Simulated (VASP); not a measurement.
Set up this calculation in VASP 6.6.1, as the native input.

| Quantity | Value |
| --- | --- |
| Task | single point |
| Functional | PBEsol |
| Potentials or basis | VASP PAW PBE potentials, release 64 (Ni_sv_GW, Si) |
| Cutoff | 690 eV |
| k mesh | 5 × 5 × 5 |
| Occupations | fermi-dirac, width 0.05 eV |
| Spin | collinear spin, ferromagnetic start |
| Starting moments | [0.25, 0.25, 0.25, 0.25, 0.0, 0.0, 0.0, 0.0] μB |
| Fixed moment | 1 μB |
| Dipole correction | no |
| Further INCAR settings | ALGO = Normal; EDIFF = 1e-06; NBANDS = 58 |

The structure of SiNi lies in POSCAR:

```
SiNi
1.0
    4.5036940000      0.0000000000      0.0000000000
    0.0000000000      4.5036940000      0.0000000000
    0.0000000000      0.0000000000      4.5036940000
Ni Si
4 4
Direct
    0.1495040000      0.1495040000      0.1495040000
    0.6495040000      0.3504960000      0.8504960000
    0.8504960000      0.6495040000      0.3504960000
    0.3504960000      0.8504960000      0.6495040000
    0.8468300000      0.8468300000      0.8468300000
    0.3468300000      0.6531700000      0.1531700000
    0.1531700000      0.3468300000      0.6531700000
    0.6531700000      0.1531700000      0.3468300000
```

The input as run:

INCAR

```
SYSTEM = SiNi
PREC = Accurate
ENCUT = 690
EDIFF = 1E-6
ISMEAR = -1
SIGMA = 0.05
LREAL = .FALSE.
LASPH = .TRUE.
NELM = 200
ALGO = Normal
ISIF = 2
LWAVE = .FALSE.
LCHARG = .FALSE.
ISPIN = 2
MAGMOM = 0.25 0.25 0.25 0.25 0 0 0 0
LORBIT = 11
NUPDOWN = 1.0
LMAXMIX = 4
GGA = PS
NBANDS = 58
GGA_COMPAT = .FALSE.
```

KPOINTS

```
Automatic mesh
0
G
  5 5 5
  0 0 0
```

Potentials or basis: VASP PAW PBE potentials, release 64 (Ni_sv_GW, Si).

The run is started by

```sh
$ cat potpaw_PBE.64/Ni_sv_GW/POTCAR potpaw_PBE.64/Si/POTCAR > POTCAR
$ mpirun -np 1 vasp_std > vasp.out
```

Results of the run:

* Pressure: -4.6 GPa
* Largest force: 0.035 eV/Å
* Net moment: 1.00 μB per cell
* Site moments: Ni +0.18; Si +0.04 μB
* Valence electrons inside the program's atomic spheres: Ni 16.48; Si 1.58

Caveat: the cell stands under tension; the PAW data sets were made with another functional, which shifts forces and pressure a little; the total moment is fixed, so each spin has its own Fermi level and the state may be an excited one.

Run time: 3.8 min on 1 thread of AMD EPYC 9R14 (Zen 4) (shared host), peak memory 0.32 GiB.
